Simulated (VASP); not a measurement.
A run of VASP 6.6.1:

File INCAR:

```
PREC = Accurate
ENCUT = 520
EDIFF = 1E-6
ISMEAR = -1
SIGMA = 0.15
LREAL = False
LASPH = True
NELM = 80
ALGO = Normal
ISIF = 2
LWAVE = False
LCHARG = False
GGA = PS
NBANDS = 12
```

KPOINTS

```
regular mesh
0
Gamma
  16 16 16
```

The input POSCAR:

```
Cu
1.0
    0.0000000000      1.7820435798      1.7820435798
    1.7820435798      0.0000000000      1.7820435798
    1.7820435798      1.7820435798      0.0000000000
Cu
1
Direct
    0.0000000000      0.0000000000      0.0000000000
```

Potentials or basis: VASP PAW PBE potentials, release 64 (Cu).

Command:

```bash
$ cat potpaw_PBE.64/Cu/POTCAR > POTCAR
$ mpirun -np 1 vasp_std > vasp.out
```

Hardware: 1 thread of Intel Xeon 6975P-C, with other jobs on the host.

Q: Estimate the wall time of this run.

A: It took 39 s on 1 thread of Intel Xeon 6975P-C, on a shared host, peak memory 0.1 GiB. Counts: scf iterations 12, k points 145.
